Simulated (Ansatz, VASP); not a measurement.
# Ta2N: VASP beside Ansatz

```
Ta N
1.0
     5.26415    0.00000    0.00000
    -2.63207    4.55889    0.00000
     0.00000    0.00000    4.81828
Ta N
6 3
Direct
  0.65498 0.65498 0.75260
  0.00000 0.34502 0.75260
  0.34502 0.00000 0.75260
  0.34502 0.34502 0.24740
  0.00000 0.65498 0.24740
  0.65498 0.00000 0.24740
  0.66667 0.33333 0.50000
  0.33333 0.66667 0.50000
  0.00000 0.00000 0.00000
```

Alike in both runs: task single point; functional LDA; k mesh 9 × 9 × 8; occupations gaussian, width 0.15 eV; no spin polarisation.

|  | VASP | Ansatz |
| --- | --- | --- |
| version | VASP 6.6.1 | Ansatz 0.2.0 |
| potentials or method | VASP PAW LDA potentials, release 64 (Ta_pv, N), cutoff 520 eV | scalar-relativistic, plane waves, PAW |
| valence electrons in the cell | 81 | 93 |

```csv
,VASP,Ansatz,Ansatz less VASP
gap on the k mesh at the Fermi level (eV),none,none,-
pressure (GPa),2.7,1.1,-1.59
"traceless stress, the component that is largest in VASP (GPa)",4.79,4.78,-0.012
rms of the force components (eV/Å),0.794,0.787,-0.0068
```

Ansatz warns that its potentials were made for another functional, while VASP's fit it. LDA's correlation is that of Perdew and Zunger in VASP and of Perdew and Wang (1992) in Ansatz. Atom by atom the forces differ by 0.011 eV/Å (rms over components). A gap of «none» marks a metal or a gap that the smearing closes. VASP's potentials hold 81 valence electrons a cell and Ansatz's 93, so a difference there can come from the potentials and not from the codes.

Neither program's run includes spin-orbit coupling.
